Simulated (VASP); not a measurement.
Ba3SbP, 5 atoms in the cell. The typed cell holds 5 atoms: a = 6.132 Å, b = 6.046 Å, c = 6.010 Å, α = 88.69°, β = 90.41°, γ = 91.06°. 

| Quantity | Value |
| --- | --- |
| Program | VASP 6.6.1 |
| Task | single point |
| Functional | PBEsol |
| Potentials or basis | VASP PAW PBE potentials, release 64 (Ba_sv, Sb, P) |
| Cutoff | 520 eV |
| k mesh | 2 × 2 × 2 |
| Occupations | gaussian, width 0.01 eV |
| Spin | no spin polarisation |
| Dipole correction | no |
| Further INCAR settings | ALGO = Normal; EDIFF = 1e-07; NBANDS = 28 |

Potentials or basis: VASP PAW PBE potentials, release 64 (Ba_sv, Sb, P).

Command:

```sh
$ cat potpaw_PBE.64/Ba_sv/POTCAR potpaw_PBE.64/Sb/POTCAR potpaw_PBE.64/P/POTCAR > POTCAR
$ mpirun -np 1 vasp_std > vasp.out
```

Hardware: 1 thread of AMD EPYC 7R13, on a shared host.

How long does it take, and how much memory?

Wall time 83 s on 1 thread of AMD EPYC 7R13, on a shared host, peak memory 0.31 GiB. Counts: scf iterations 16, k points 8.
